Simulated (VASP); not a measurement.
# ScAl3 (Pm-3m) in VASP: a series of runs

The runs below take ScAl3 through single point, with PBEsol.

Program: VASP 6.6.1. These are calculated values, not measurements. Logs are shortened: lines on timing, memory, paths and dates and some standing lists are left out, and cuts for length are marked.

## Step 1: The cell of the first run

It takes space group Pm-3m (No. 221, cubic). The conventional cell has a = 4.088 Å, b = 4.088 Å, c = 4.088 Å, α = 90.00°, β = 90.00°, γ = 90.00°. Sc (site symmetry m-3m) has 12 Al at 2.89 Å within 3.8 Å. Al (site symmetry 4/mmm) has 4 Sc at 2.89 Å and 8 Al at 2.89 Å within 3.8 Å.

## Step 2: Single point, PBEsol

Input file INCAR:

```
SYSTEM = ScAl3
PREC = Accurate
ENCUT = 520
EDIFF = 1E-6
ISMEAR = 0
SIGMA = 0.2
LREAL = .FALSE.
LASPH = .TRUE.
NELM = 60
ALGO = Normal
ISIF = 2
LWAVE = .FALSE.
LCHARG = .FALSE.
GGA = PS
NBANDS = 18
```

Input file KPOINTS:

```
regular mesh
0
G
  7 7 7
  0 0 0
```

Input file POSCAR:

```
ScAl3
1.0
    4.0878070000      0.0000000000      0.0000000000
    0.0000000000      4.0878070000      0.0000000000
    0.0000000000      0.0000000000      4.0878070000
Sc Al
1 3
Direct
    0.0000000000      0.0000000000      0.0000000000
    0.5000000000      0.0000000000      0.5000000000
    0.0000000000      0.5000000000      0.5000000000
    0.5000000000      0.5000000000      0.0000000000
```

Potentials or basis: VASP PAW PBE potentials, release 64 (Sc_sv, Al).

Started as:

```sh
$ cat potpaw_PBE.64/Sc_sv/POTCAR potpaw_PBE.64/Al/POTCAR > POTCAR
$ mpirun -np 1 vasp_std > vasp.out
```

OUTCAR:

```text
SYSTEM = ScAl3
   PREC = Accurate
   ENCUT = 520
   EDIFF = 1E-6
   ISMEAR = 0
   LREAL = .FALSE.
   LASPH = .TRUE.
   NELM = 60
   ISIF = 2
   GGA = PS

 ion  position               nearest neighbor table
   1  0.000  0.000  0.000-   2 2.89   3 2.89   4 2.89   2 2.89   3 2.89   3 2.89   4 2.89   3 2.89
                             2 2.89   4 2.89   2 2.89   4 2.89
   2  0.500  0.000  0.500-   1 2.89   3 2.89   4 2.89   1 2.89   4 2.89   3 2.89   4 2.89   4 2.89
                             1 2.89   3 2.89   1 2.89   3 2.89
   3  0.000  0.500  0.500-   1 2.89   2 2.89   4 2.89   1 2.89   4 2.89   1 2.89   2 2.89   1 2.89
                             2 2.89   4 2.89   4 2.89   2 2.89
   4  0.500  0.500  0.000-   1 2.89   2 2.89   3 2.89   2 2.89   3 2.89   1 2.89   2 2.89   2 2.89
                             1 2.89   3 2.89   3 2.89   1 2.89

  LATTYP: Found a simple cubic cell.
 ALAT       =     4.0878070000

  Lattice vectors:

 A1 = (   4.0878070000,   0.0000000000,   0.0000000000)
 A2 = (   0.0000000000,   4.0878070000,   0.0000000000)
 A3 = (   0.0000000000,   0.0000000000,   4.0878070000)

Analysis of symmetry for initial positions (statically):
=====================================================================
 Subroutine PRICEL returns:
 Original cell was already a primitive cell.

 Routine SETGRP: Setting up the symmetry group for a
 simple cubic supercell.

 Subroutine GETGRP returns: Found 48 space group operations
 (whereof 48 operations were pure point group operations)
 out of a pool of 48 trial point group operations.

The static configuration has the point symmetry O_h .

Analysis of symmetry for dynamics (positions and initial velocities):
=====================================================================
 Subroutine PRICEL returns:
 Original cell was already a primitive cell.

 Routine SETGRP: Setting up the symmetry group for a
 simple cubic supercell.

 Subroutine GETGRP returns: Found 48 space group operations
 (whereof 48 operations were pure point group operations)
 out of a pool of 48 trial point group operations.

The dynamic configuration has the point symmetry O_h .

 Subroutine INISYM returns: Found 48 space group operations
 (whereof 48 operations are pure point group operations),
 and found     1 'primitive' translations

----------------------------------------------------------------------------------------

                                     Primitive cell

  volume of cell :      68.3079

  direct lattice vectors                    reciprocal lattice vectors
     4.087807000  0.000000000  0.000000000     0.244629945  0.000000000  0.000000000
     0.000000000  4.087807000  0.000000000     0.000000000  0.244629945  0.000000000
     0.000000000  0.000000000  4.087807000     0.000000000  0.000000000  0.244629945

  length of vectors
     4.087807000  4.087807000  4.087807000     0.244629945  0.244629945  0.244629945

  position of ions in fractional coordinates (direct lattice)
     0.000000000  0.000000000  0.000000000
     0.500000000  0.000000000  0.500000000
     0.000000000  0.500000000  0.500000000
     0.500000000  0.500000000  0.000000000

  ion indices of the primitive-cell ions
   primitive index   ion index
                 1           1
                 2           2
                 3           3
                 4           4

----------------------------------------------------------------------------------------

 KPOINTS: regular mesh

Automatic generation of k-mesh.
 Grid dimensions read from file:
 generate k-points for:    7    7    7

 Generating k-lattice:

  Cartesian coordinates                     Fractional coordinates (reciprocal lattice)
     0.034947135  0.000000000  0.000000000     0.142857143  0.000000000  0.000000000
     0.000000000  0.034947135  0.000000000     0.000000000  0.142857143  0.000000000
     0.000000000  0.000000000  0.034947135     0.000000000  0.000000000  0.142857143

  Length of vectors
     0.034947135  0.034947135  0.034947135

  Shift w.r.t. Gamma in fractional coordinates (k-lattice)
     0.000000000  0.000000000  0.000000000

 Subroutine IBZKPT returns following result:
 ===========================================

 Found     20 irreducible k-points:

 Following reciprocal coordinates:
            Coordinates               Weight
  0.000000  0.000000  0.000000      1.000000
  0.142857  0.000000  0.000000      6.000000
  0.285714  0.000000  0.000000      6.000000
  0.428571  0.000000  0.000000      6.000000
  0.142857  0.142857  0.000000     12.000000
  0.285714  0.142857  0.000000     24.000000
[... 12 lines left out ...]
  0.428571  0.428571  0.285714     24.000000
  0.428571  0.428571  0.428571      8.000000
   k-points           NKPTS =     20   k-points in BZ     NKDIM =     20   number of bands    NBANDS=     18
   number of dos      NEDOS =    301   number of ions     NIONS =      4
   total plane-waves  NPLWV =  27000
   dimension x,y,z NGX =    30 NGY =   30 NGZ =   30
   dimension x,y,z NGXF=    60 NGYF=   60 NGZF=   60
   ions per type =               1   3
   NGX,Y,Z   is equivalent  to a cutoff of  12.20, 12.20, 12.20 a.u.
   NGXF,Y,Z  is equivalent  to a cutoff of  24.40, 24.40, 24.40 a.u.
 SYSTEM =  ScAl3
   PREC   = accura    normal or accurate (medium, high low for compatibility)
   ISTART =      0    job   : 0-new  1-cont  2-samecut
   ICHARG =      2    charge: 1-file 2-atom 10-const
   ISPIN  =      1    spin polarized calculation?
   LNONCOLLINEAR =      F non collinear calculations
   LSORBIT =      F    spin-orbit coupling
   LASPH  =      T    aspherical Exc in radial PAW
   ENCUT  =  520.0 eV  38.22 Ry    6.18 a.u.   7.60  7.60  7.60*2*pi/ulx,y,z
   NELM   =     60;   NELMIN=  2; NELMDL= -5     # of ELM steps
   EDIFF  = 0.1E-05   stopping-criterion for ELM
   LREAL  =      F    real-space projection
   EDIFFG = 0.1E-04   stopping-criterion for IOM
   NSW    =      0    number of steps for IOM
   IBRION =     -1    ionic relax: 0-MD 1-quasi-New 2-CG
   NFREE  =      0    steps in history (QN), initial steepest desc. (CG)
   ISIF   =      2    stress and relaxation
   ISYM   =      2    0-nonsym 1-usesym 2-fastsym
   POTIM  = 0.5000    time-step for ionic-motion
   TEBEG  =    0.0;   TEEND  =   0.0 temperature during run
   PSTRESS=    0.0 pullay stress
   NELECT =      20.0000    total number of electrons
   NUPDOWN=      -1.0000    fix difference up-down
   EMIN   =  10.00;   EMAX   =-10.00  energy-range for DOS
   EFERMI =   0.00;   METHOD = LEGACY
   ISMEAR =     0;   SIGMA  =   0.20  broadening in eV -4-tet -1-fermi 0-gaus
   EFERMI_NEDOS =   21; number of points for ismear=-14 and -15
   IALGO  =     38    algorithm
   IMIX   =      4    mixing-type and parameters
     AMIX     =   0.40;   BMIX     =  1.00
     AMIX_MAG =   1.60;   BMIX_MAG =  1.00
  volume/ion in A,a.u.               =      17.08       115.24
  Fermi-wavevector in a.u.,A,eV,Ry     =   1.087079  2.054281 16.078560  1.181741
  Thomas-Fermi vector in A             =   2.223230
   LORBIT       =      0    0 simple, 1 ext, 2 COOP (PROOUT), +10 PAW based schemes
   GGA     = PS    functional components
   LHFCALC =     F    Hartree Fock is set to
   AEXX    =    0.0000 exact exchange contribution
   IVDW    =     0    specifies the selected vdW correction
   LEPSILON=     F    determine dielectric tensor
   LRPA    =     F    only Hartree local field effects (RPA)
 non-spin polarized calculation
 Gauss-broadening in eV      SIGMA  =   0.20
  energy-cutoff  :      520.00
  volume of cell :       68.31
 maximum number of plane-waves:      1850
   NGX = 15   NGY = 15   NGZ = 15

 number of electron      19.9999996 magnetization

 Free energy of the ion-electron system (eV)
  ---------------------------------------------------
  ext. energy  EPLUGINS =         0.00000000
  ---------------------------------------------------
  free energy    TOTEN  =       -20.77750699 eV

  energy without entropy =      -20.74988596  energy(sigma->0) =      -20.76369647

 E-fermi :   7.1368     XC(G=0): -10.4990

 val. band max:        7.1114479010   @ k =   0.2857   0.0000   0.0000
 cond. band min:       7.2060469213   @ k =   0.2857   0.2857   0.0000
 fundamental gap:      0.0945990203
 Fermi energy:         7.1368053133

 k-point     1 :       0.0000    0.0000    0.0000
  band No.  band energies     occupation
      1     -41.5569      2.00000
      2     -20.3551      2.00000
      3     -20.3551      2.00000
      4     -20.3551      2.00000
      5      -2.8177      2.00000
      6       4.5721      2.00000
[... 10 lines left out ...]
     17      12.5084      0.00000
     18      12.5084      0.00000

 k-point     2 :       0.1429    0.0000    0.0000
  band No.  band energies     occupation
      1     -41.5566      2.00000
      2     -20.3614      2.00000
      3     -20.3546      2.00000
      4     -20.3546      2.00000
      5      -2.6296      2.00000
      6       3.3222      2.00000
[... 10 lines left out ...]
     17      12.5897      0.00000
     18      12.5897      0.00000

 k-point     3 :       0.2857    0.0000    0.0000
  band No.  band energies     occupation
      1     -41.5561      2.00000
      2     -20.3754      2.00000
      3     -20.3535      2.00000
      4     -20.3535      2.00000
      5      -2.0781      2.00000
      6       1.6766      2.00000
[... 10 lines left out ...]
     17      11.9757      0.00000
     18      13.1358      0.00000

 k-point     4 :       0.4286    0.0000    0.0000
  band No.  band energies     occupation
      1     -41.5556      2.00000
      2     -20.3867      2.00000
      3     -20.3526      2.00000
      4     -20.3526      2.00000
      5      -1.2356      2.00000
      6       0.2489      2.00000
[... 291 lines left out ...]
      4     -20.3690      2.00000
      5       0.0251      2.00000
      6       1.5383      2.00000
[... 10 lines left out ...]
     17      12.1793      0.00000
     18      13.3778      0.00000

 k-point    19 :       0.4286    0.4286    0.2857
  band No.  band energies     occupation
      1     -41.5537      2.00000
      2     -20.3798      2.00000
      3     -20.3796      2.00000
      4     -20.3682      2.00000
      5       0.7181      2.00000
      6       2.0635      2.00000
[... 10 lines left out ...]
     17      11.4280      0.00000
     18      14.4261      0.00000

 k-point    20 :       0.4286    0.4286    0.4286
  band No.  band energies     occupation
      1     -41.5533      2.00000
      2     -20.3784      2.00000
      3     -20.3781      2.00000
      4     -20.3781      2.00000
      5       1.4401      2.00000
      6       2.4250      2.00000
[... 10 lines left out ...]
     17      11.2895      0.00000
     18      16.5498      0.00000

------------------------ aborting loop because EDIFF is reached ----------------------------------------

  FORCE on cell =-STRESS in cart. coord.  units (eV):
  Direction    XX          YY          ZZ          XY          YZ          ZX
  --------------------------------------------------------------------------------------
  -------------------------------------------------------------------------------------
  Total       -0.4236949     -0.4236949     -0.4236949      0.0000000      0.0000000      0.0000000
  in kB       -9.9378564     -9.9378564     -9.9378564      0.0000000      0.0000000      0.0000000
  external PRESSURE =      -9.9378564 kB  Pullay stress =       0.0000000 kB

 VOLUME and BASIS-vectors are now :
 -----------------------------------------------------------------------------
  energy-cutoff  :      520.00
  volume of cell :       68.31
      direct lattice vectors                 reciprocal lattice vectors
     4.087807000  0.000000000  0.000000000     0.244629945  0.000000000  0.000000000
     0.000000000  4.087807000  0.000000000     0.000000000  0.244629945  0.000000000
     0.000000000  0.000000000  4.087807000     0.000000000  0.000000000  0.244629945

 POSITION                                       TOTAL-FORCE (eV/Angst)
 -----------------------------------------------------------------------------------
      0.00000      0.00000      0.00000         0.000000      0.000000      0.000000
      2.04390      0.00000      2.04390         0.000000      0.000000      0.000000
      0.00000      2.04390      2.04390         0.000000      0.000000      0.000000
      2.04390      2.04390      0.00000         0.000000      0.000000      0.000000
 -----------------------------------------------------------------------------------
    total drift:                                0.000000     -0.000000      0.000000

  FREE ENERGIE OF THE ION-ELECTRON SYSTEM (eV)
  ---------------------------------------------------
  free  energy   TOTEN  =       -20.7775069887 eV

  energy  without entropy=      -20.7498859591  energy(sigma->0) =      -20.76369647
```

It took 11 s on 1 thread of Intel Xeon 6975P-C (Granite Rapids), shared host; peak memory 0.17 GiB.

Results:

```yaml
Free_energy: -20.7775 eV
Pressure: -1.0 GPa
Band_gap_on_the_k_mesh: zero (band 10 reaches 8.20 eV, above the bottom of band 11 at 4.53 eV)
```

Caveat: the PAW data sets were made with another functional, which shifts forces and pressure a little.

## Step 3: Single point, PBEsol

This run uses another cell than the first one, of 17.53 Å³/atom, 1.027 times its volume.

Input file INCAR:

```
SYSTEM = ScAl3
  PREC = Accurate
  ENCUT = 520
  EDIFF = 1E-7
  ISMEAR = 0
  SIGMA = 0.2
  LREAL = .False.
  LASPH = .True.
  NELM = 80
  ALGO = Normal
  ISIF = 2
  LWAVE = .False.
  LCHARG = .True.
  GGA = PS
  LELF = .True.
  LVHAR = .True.
  NBANDS = 18
```

Input file KPOINTS:

```
regular mesh
0
Gamma
  7 7 7
  0 0 0
```

Input file POSCAR:

```
ScAl3
1.0
    4.1238247766      0.0000000000      0.0000000000
    0.0000000000      4.1238247766      0.0000000000
    0.0000000000      0.0000000000      4.1238247766
Sc Al
1 3
Direct
    0.0000000000      0.0000000000      0.0000000000
    0.5000000000      0.0000000000      0.5000000000
    0.0000000000      0.5000000000      0.5000000000
    0.5000000000      0.5000000000      0.0000000000
```

Potentials or basis: VASP PAW PBE potentials, release 64 (Sc_sv, Al).

Started as:

```sh
$ cat potpaw_PBE.64/Sc_sv/POTCAR potpaw_PBE.64/Al/POTCAR > POTCAR
$ mpirun -np 1 vasp_std > vasp.out
```

Wall time 9.7 s (1 thread of Intel Xeon 6975P-C (Granite Rapids), shared host); peak memory 0.17 GiB.

It converged, with:

- Free energy: -20.7540 eV
- Pressure: -3.2 GPa
- Band gap on the k mesh: zero (band 10 reaches 7.88 eV, above the bottom of band 11 at 4.33 eV)

Levels at points of the mesh, in eV from the Fermi level:
| k point | band 8 | band 9 | band 10 | band 11 | band 12 | band 13 |
| --- | --- | --- | --- | --- | --- | --- |
| (0.00, 0.00, 0.00) | -1.72 | -1.72 | -1.72 | 1.29 | 1.34 | 1.34 |

Caveat: the PAW data sets were made with another functional, which shifts forces and pressure a little.
